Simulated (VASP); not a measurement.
## Sn: single point with LDA

Crystal: Sn.

```
CELL_PARAMETERS angstrom
2.66012 0.00000 0.00000
0.00000 2.66012 0.00000
0.00000 0.00000 2.66012
ATOMIC_POSITIONS crystal
Sn 0.00000 0.00000 0.00000
```

This isn't the form of Sn at room conditions, which is tetragonal (white tin).

| Property | Result |
| --- | --- |
| Program | VASP 6.6.1 |
| Task | single point |
| Functional | LDA |
| Potentials or basis | VASP PAW LDA potentials, release 64 (Sn_d) |
| Cutoff | 520 eV |
| k mesh | 14 × 14 × 14 |
| Occupations | fermi-dirac, width 0.08 eV |
| Spin | no spin polarisation |
| Dipole correction | no |
| Further INCAR settings | ALGO = Normal; EDIFF = 1e-06; NBANDS = 13 |

```json
{
  "Pressure": "52.5 GPa",
  "Band gap on the k mesh": "zero (bands 7 and 8 overlap by 10.38 eV)"
}
```

Levels at points of the mesh, in eV from the Fermi level:
```csv
k point,band 4,band 5,band 6,band 7,band 8,band 9,band 10,band 11
"(0.00, 0.00, 0.00)",-21.60,-21.60,-14.65,6.75,6.75,6.75,10.77,10.77
"(0.50, 0.00, 0.00)",-21.95,-21.57,-9.31,-7.59,11.18,11.18,12.25,13.10
"(0.50, 0.50, 0.00)",-21.90,-21.24,-3.83,-3.83,-3.63,2.01,15.68,15.68
"(0.50, 0.50, 0.50)",-21.22,-21.22,-0.05,-0.05,-0.05,3.58,6.06,6.33
```

Run time: 12 s on 1 thread of Intel Xeon 8259CL, on a shared host, peak memory 0.14 GiB.

Caveat: the cell stands under pressure; spin-orbit coupling is left out, which moves the levels of the heavy elements.
